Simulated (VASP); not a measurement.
Input of a VASP 6.6.1 run:

INCAR

```
  PREC = Accurate
  ENCUT = 520
  EDIFF = 1E-6
  ISMEAR = 0
  SIGMA = 0.1
  LREAL = False
  LASPH = True
  NELM = 100
  ALGO = Normal
  ISIF = 2
  LWAVE = False
  LCHARG = False
  GGA = PE
  NBANDS = 34
```

KPOINTS

```
regular mesh
0
Gamma
  12 12 4
```

The input POSCAR:

```
KHf3O2
1.0
    3.1893210406      0.0000000000      0.0000000000
   -1.5946605203      2.7620330420      0.0000000000
    0.0000000000      0.0000000000     12.0951047340
K Hf O
1 3 2
Direct
    0.0000000000      0.0000000000      0.0000000000
    0.0000000000      0.0000000000      0.2695669605
    0.0000000000      0.0000000000      0.7304330395
    0.0000000000      0.0000000000      0.5000000000
    0.3333333333      0.6666666667      0.8315330434
    0.6666666667      0.3333333333      0.1684669566
```

Potentials or basis: VASP PAW PBE potentials, release 64 (K_sv, Hf_pv, O).

Run with:

```console
$ cat potpaw_PBE.64/K_sv/POTCAR potpaw_PBE.64/Hf_pv/POTCAR potpaw_PBE.64/O/POTCAR > POTCAR
$ mpirun -np 1 vasp_std > vasp.out
```

Predict the largest force.

0.158 eV/Å.

Estimate the band gap on the k mesh.

zero (an odd number of electrons rules out a gap without spin polarisation).

Forces in eV/Å, atoms in the order of the input:
```
K    0.000  0.000  0.000
Hf   0.000  0.000 -0.101
Hf   0.000  0.000  0.101
Hf   0.000  0.000  0.000
O    0.000  0.000 -0.158
O    0.000  0.000  0.158
```

Caveat: spin-orbit coupling is left out, which moves the levels of the heavy elements; an odd number of electrons without spin polarisation forces a metal; a magnetic or distorted state may lie lower.
